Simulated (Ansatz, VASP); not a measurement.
# BF in VASP and in Ansatz

```
CELL_PARAMETERS angstrom
2.24791 0.00000 0.00000
-1.12396 1.94675 0.00000
0.00000 0.00000 3.20484
ATOMIC_POSITIONS crystal
B 0.00000 0.00000 0.00000
F 0.00000 0.00000 0.50000
```

Alike in both runs: functional PBE; k mesh 8 × 8 × 8; occupations gaussian, width 0.2 eV; no spin polarisation.

Ansatz relaxed the structure, and its values are those at the end. VASP's run is a single point on that final structure, the one shown.

```csv
,VASP,Ansatz
version,VASP 6.6.1,Ansatz 0.2.0
potentials or method,"VASP PAW PBE potentials, release 64 (B, F), cutoff 600 eV","scalar-relativistic, plane waves, PAW"
valence electrons in the cell,10,10
```

Ansatz gave:

| Item | Value |
| --- | --- |
| gap on the k mesh at the Fermi level (eV) | 0.24 |
| least direct gap on the mesh (eV) | 1.40 |
| pressure (GPa) | 0.2 |

Problem. Estimate VASP's values.

Solution. gap on the k mesh at the Fermi level (eV): 0.24; least direct gap on the mesh (eV): 1.40; pressure (GPa): -0.1.
